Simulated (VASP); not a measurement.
Here is a VASP 6.6.1 calculation.

The input POSCAR:

```
BaS
1.0
    0.0000000000      3.2147893190      3.2147893190
    3.2147893190      0.0000000000      3.2147893190
    3.2147893190      3.2147893190      0.0000000000
Ba S
1 1
Direct
    0.0000000000      0.0000000000      0.0000000000
    0.5000000000      0.5000000000      0.5000000000
```

The input INCAR.step1:

```
ALGO = Normal
EDIFF = 1E-4
ENCUT = 600
GGA = PE
ISMEAR = -1
LASPH = True
LCHARG = False
LREAL = False
LWAVE = True
NELM = 60
PREC = Accurate
SIGMA = 0.02
```

File INCAR.step2:

```
ALGO = Normal
EDIFF = 1E-6
EDIFFG = -0.005
ENCUT = 600
IBRION = 2
ISIF = 3
ISMEAR = -1
ISTART = 1
LASPH = True
LCHARG = False
LMIXTAU = True
LREAL = False
LWAVE = False
METAGGA = R2SCAN
NELM = 60
NSW = 80
PREC = Accurate
SIGMA = 0.02
```

KPOINTS

```
k-points
0
Gamma
  6 6 6
```

Potentials or basis: VASP PAW PBE potentials, release 64 (Ba_sv, S).

Launch:

```sh
$ cat potpaw_PBE.64/Ba_sv/POTCAR potpaw_PBE.64/S/POTCAR > POTCAR
$ cp INCAR.step1 INCAR
$ mpirun -np 1 vasp_std > vasp.out
$ cp INCAR.step2 INCAR
$ mpirun -np 1 vasp_std > vasp.out
```

(1) Predict the space group after relaxing (to 0.05 Å).

(2) What does it give for the relaxed volume?

(3) What does it give for the band gap on the k mesh?

(4) Estimate the relaxed cell.

## Answers

(1) Fm-3m (No. 225).

(2) 33.57 Å³/atom.

(3) 2.51 eV, indirect (least direct gap 2.66 eV).

(4) a = 4.562 Å, b = 4.562 Å, c = 4.562 Å, α = 60.00°, β = 60.00°, γ = 60.00°.

Caveat: the PAW data sets were made with another functional, which shifts forces and pressure a little; spin-orbit coupling is left out, which moves the levels of the heavy elements.
